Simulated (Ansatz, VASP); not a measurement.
## One calculation of Sr3O, two programs

INCAR

```
  ALGO = Normal
  EDIFF = 1E-6
  ENCUT = 520
  GGA = PE
  ISIF = 2
  ISMEAR = 0
  LASPH = True
  LCHARG = True
  LELF = True
  LREAL = False
  LVHAR = True
  LWAVE = False
  NBANDS = 26
  NELM = 100
  PREC = Accurate
  SIGMA = 0.1
```

Contents of KPOINTS:

```
k-points
0
Gamma
  4 4 4
```

Contents of POSCAR:

```
Sr3O
1.0
    4.6863334993      0.0000000000      0.0000000000
    0.0000000000      4.6863334993      0.0000000000
    0.0000000000      0.0000000000      4.6863334993
Sr O
3 1
Direct
    0.0000000000      0.5000000000      0.5000000000
    0.5000000000      0.0000000000      0.5000000000
    0.5000000000      0.5000000000      0.0000000000
    0.0000000000      0.0000000000      0.0000000000
```

Input for Ansatz:

```yaml
crystal:
  lattice:
    - [4.6863334993, 0.0, 0.0]
    - [0.0, 4.6863334993, 0.0]
    - [0.0, 0.0, 4.6863334993]
  atoms:
    - { symbol: Sr, position: [0.0, 0.5, 0.5] }
    - { symbol: Sr, position: [0.5, 0.0, 0.5] }
    - { symbol: Sr, position: [0.5, 0.5, 0.0] }
    - { symbol: O, position: [0.0, 0.0, 0.0] }
basis:
  ecutwfc: 420
kpoints:
  mp_grid: { grid: [4, 4, 4] }
hamiltonian:
  xc: pbe
scf:
  occupations: { method: gaussian, width: 0.1 }
  lower_state_search: "off"
output:
  forces: true
  stress: true
  eigenvalues: true
```

Alike in both runs: task single point; functional PBE; k mesh 4 × 4 × 4; occupations gaussian, width 0.1 eV; no spin polarisation.

```csv
,VASP,Ansatz
version,VASP 6.6.1,Ansatz 0.2.0
potentials or method,"VASP PAW PBE potentials, release 64 (Sr_sv, O), cutoff 520 eV","scalar-relativistic, plane waves, PAW"
valence electrons in the cell,36,36
```

```csv
,VASP,Ansatz,Ansatz less VASP
gap on the k mesh at the Fermi level (eV),none,none,-
pressure (GPa),7.8,7.7,-0.09
```

A gap of «none» marks a metal or a gap that the smearing closes. With one functional, cell and mesh, what is left measures potentials, basis and numerics.
